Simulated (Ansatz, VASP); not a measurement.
**One calculation of Al, two programs**

```xyz
1
Lattice="0.0000 2.2235 1.5113 2.2235 0.0000 1.5113 2.2235 2.2235 0.0000" Properties=species:S:1:pos:R:3 pbc="T T T"
Al    0.0000    0.0000    0.0000
```

Alike in both runs: task single point; functional PBE; dispersion D3(BJ); k mesh 22 × 22 × 22; occupations gaussian, width 0.15 eV; no spin polarisation.

```csv
,VASP,Ansatz
version,VASP 6.6.1,Ansatz 0.2.0
potentials or method,"VASP PAW PBE potentials, release 64 (Al), cutoff 520 eV","scalar-relativistic, plane waves, PAW"
valence electrons in the cell,3,3
```

VASP gave:

* gap on the k mesh at the Fermi level (eV): none
* pressure (GPa): 7.1
* traceless stress, the component that is largest in VASP (GPa): -0.94

Task: Which values does Ansatz return?

Result: gap on the k mesh at the Fermi level (eV): none; pressure (GPa): 7.0; traceless stress, the component that is largest in VASP (GPa): -0.94.

A gap of «none» marks a metal or a gap that the smearing closes.
